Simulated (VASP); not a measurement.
A run of VASP 6.6.1 is set up as follows.

INCAR

```
SYSTEM = LiCl
PREC     = Accurate       ! precision mode
ENCUT    = 520            ! plane-wave cutoff, eV
EDIFF    = 1E-6           ! SCF threshold, eV
ISMEAR   = 0              ! smearing method
SIGMA    = 0.05           ! smearing width, eV
LREAL    = .False.        ! projectors in reciprocal space
LASPH    = .True.         ! aspherical terms in the spheres
NELM     = 60             ! most SCF steps
ALGO     = Normal         ! electronic algorithm
ISIF     = 2              ! what is computed and relaxed
LWAVE    = .False.        ! write WAVECAR
LCHARG   = .False.        ! write CHGCAR
GGA      = PE             ! functional
NBANDS   = 12             ! bands
```

Contents of KPOINTS:

```
regular mesh
0
Gamma
  8 8 8
  0 0 0
```

POSCAR

```
LiCl
1.0
    0.0000000000      2.5647600000      2.5647600000
    2.5647600000      0.0000000000      2.5647600000
    2.5647600000      2.5647600000      0.0000000000
Li Cl
1 1
Direct
    0.0243687519     -0.0243687519      0.0243687519
    0.5000000000      0.5000000000      0.5000000000
```

Potentials or basis: VASP PAW PBE potentials, release 64 (Li_sv, Cl).

Launch:

```sh
$ cat potpaw_PBE.64/Li_sv/POTCAR potpaw_PBE.64/Cl/POTCAR > POTCAR
$ mpirun -np 1 vasp_std > vasp.out
```

**Question.** Predict the band gap on the k mesh.

**Answer.** 6.33 eV.

**Question.** Predict the largest force.

**Answer.** 0.096 eV/Å.

Forces on the atoms (eV/Å):
```
Li   0.000 -0.096  0.000
Cl   0.000  0.096  0.000
```

Caveat: the cell differs from its parent crystal (all Li atoms moved +0.125 Å, as atom 1 along Cartesian [0 1 0]). A k mesh can miss the band edges.
